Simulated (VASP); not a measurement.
BAs: vibrations by perturbation theory with PBE

BAs:

```
B As
1.0
     0.00000    2.37131    2.37131
     2.37131    0.00000    2.37131
     2.37131    2.37131    0.00000
B As
1 1
Direct
  0.00000 0.00000 0.00000
  0.75000 0.75000 0.75000
```

```yaml
Program: VASP 6.6.1
Task: vibrations by perturbation theory
Functional: PBE
Potentials_or_basis: VASP PAW PBE potentials, release 64 (B, As)
Cutoff: 520 eV
k_mesh: 10 × 10 × 10
Occupations: gaussian, width 0.01 eV
Spin: no spin polarisation
Dipole_correction: no
Further_INCAR_settings: ALGO = Normal; EDIFF = 1e-08; NBANDS = 11; IBRION = 8; NSW = 1
```

```json
{
  "Electronic dielectric tensor (diagonal)": "9.79",
  "Born charges (mean of the diagonal)": "B -0.59; As +0.59 e",
  "Highest phonon frequency at Γ, LO-TO splitting left out": "711 cm⁻¹"
}
```

Phonon frequencies in cm⁻¹ (negative: imaginary):
```
              q point        frequencies
(0.000, 0.000, 0.000)  0 0 0 711 711 711
```

Electronic dielectric tensor:
```
9.79 0.00 0.00
0.00 9.79 0.00
0.00 0.00 9.79
```

Born effective charge tensors (e):
atom 1, B
```
-0.59  0.00  0.00
 0.00 -0.59  0.00
 0.00  0.00 -0.59
```
atom 2, As
```
0.59 0.00 0.00
0.00 0.59 0.00
0.00 0.00 0.59
```

Run time: 3 min on 1 thread of Intel(R) Xeon(R) 6975P-C (Granite Rapids), on a shared host, peak memory 0.27 GiB.

Caveat: the cell wasn't relaxed at this level first, which shifts response properties.
